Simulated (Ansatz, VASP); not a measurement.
**Al: VASP beside Ansatz**

```xyz
1
Lattice="0.0000 2.0077 2.0077 2.0077 0.0000 2.0077 2.0077 2.0077 0.0000" Properties=species:S:1:pos:R:3 pbc="T T T"
Al    0.0000    0.0000    0.0000
```

Alike in both runs: functional PBEsol; k mesh 18 × 18 × 18; occupations gaussian, width 0.1 eV; no spin polarisation.

Ansatz relaxed the structure, and its values are those at the end. VASP's run is a single point on that final structure, the one shown.

|  | VASP | Ansatz |
| --- | --- | --- |
| version | VASP 6.6.1 | Ansatz 0.2.0 |
| potentials or method | VASP PAW PBE potentials, release 64 (Al) | scalar-relativistic, plane waves, PAW |
| plane-wave cutoff (eV) | 500 | 420 |
| valence electrons in the cell | 3 | 3 |

|  | VASP | Ansatz | Ansatz less VASP |
| --- | --- | --- | --- |
| gap on the k mesh at the Fermi level (eV) | none | none | - |
| pressure (GPa) | 0.0 | 0.0 | -0.06 |

VASP's potentials were made for PBE, not for PBEsol. A gap of «none» marks a metal or a gap that the smearing closes. Ansatz's warnings: stability check not made.
